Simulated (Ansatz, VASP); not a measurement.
# P in VASP and in Ansatz

Contents of POSCAR:

```
P
1.0
    3.2837277200      0.0000000000      0.0000000000
    0.0000000000     34.8570309900      0.0000000000
    0.0000000000      0.0000000000      4.6320847100
P
4
Direct
   -0.0682229727      0.9702614300      0.6352265085
    0.0000000000      0.0297385700      0.4078492800
    0.5000000000      0.0297385700      0.0921507200
    0.5000000000      0.9702614300      0.9078492800
```

Contents of INCAR.step1:

```
SYSTEM = P
PREC     = Accurate       ! precision mode
ENCUT    = 520            ! plane-wave cutoff, eV
ISMEAR   = 0              ! smearing method
SIGMA    = 0.05           ! smearing width, eV
LREAL    = .FALSE.        ! projectors in reciprocal space
LASPH    = .TRUE.         ! aspherical terms in the spheres
NELM     = 60             ! most SCF steps
NBANDS   = 18             ! bands
GGA      = PE             ! functional
ALGO     = Normal         ! electronic algorithm
EDIFF    = 1E-4           ! SCF threshold, eV
LWAVE    = .TRUE.         ! write WAVECAR
LCHARG   = .FALSE.        ! write CHGCAR
```

INCAR.step2

```
SYSTEM = P
PREC     = Accurate       ! precision mode
ENCUT    = 520            ! plane-wave cutoff, eV
EDIFF    = 1E-7           ! SCF threshold, eV
ISMEAR   = 0              ! smearing method
SIGMA    = 0.05           ! smearing width, eV
LREAL    = .FALSE.        ! projectors in reciprocal space
LASPH    = .TRUE.         ! aspherical terms in the spheres
NELM     = 60             ! most SCF steps
ALGO     = Normal         ! electronic algorithm
ISIF     = 2              ! what is computed and relaxed
LWAVE    = .FALSE.        ! write WAVECAR
LCHARG   = .TRUE.         ! write CHGCAR
METAGGA  = R2SCAN         ! meta-GGA
LMIXTAU  = .TRUE.       
LELF     = .TRUE.         ! ELF
LVHAR    = .TRUE.       
NBANDS   = 18             ! bands
ISTART   = 1
```

The input KPOINTS:

```
Automatic mesh
0
G
  8 1 6
  0 0 0
```

Input for Ansatz:

```yaml
crystal:
  lattice:
    - [3.28372772, 0.0, 0.0]
    - [0.0, 34.85703099, 0.0]
    - [0.0, 0.0, 4.63208471]
  atoms:
    - { symbol: P, position: [-0.0682229727, 0.97026143, 0.6352265085] }
    - { symbol: P, position: [0.0, 0.02973857, 0.40784928] }
    - { symbol: P, position: [0.5, 0.02973857, 0.09215072] }
    - { symbol: P, position: [0.5, 0.97026143, 0.90784928] }
basis:
  ecutwfc: 500
kpoints:
  mp_grid: { grid: [8, 1, 6] }
hamiltonian:
  xc: r2scan
scf:
  occupations: { method: gaussian, width: 0.05 }
output:
  forces: true
  stress: true
  eigenvalues: true
```

Alike in both runs: task single point; functional r2SCAN; k mesh 8 × 1 × 6; occupations gaussian, width 0.05 eV; no spin polarisation.

|  | VASP | Ansatz |
| --- | --- | --- |
| version | VASP 6.6.1 | Ansatz 0.2.0 |
| potentials or method | VASP PAW PBE potentials, release 64 (P), cutoff 520 eV | scalar-relativistic, plane waves, PAW |
| valence electrons in the cell | 20 | 20 |

```tsv
	VASP	Ansatz	Ansatz less VASP
gap on the k mesh at the Fermi level (eV)	0.64	0.60	-0.044
least direct gap on the mesh (eV)	0.84	0.84	-0.003
rms of the force components (eV/Å)	2.579	2.655	+0.0761
```

VASP's potentials were made for PBE, not for r2SCAN. Atom by atom the forces differ by 0.090 eV/Å (rms over components). The functional is the same, so the differences come from potentials, cutoffs and numerics.
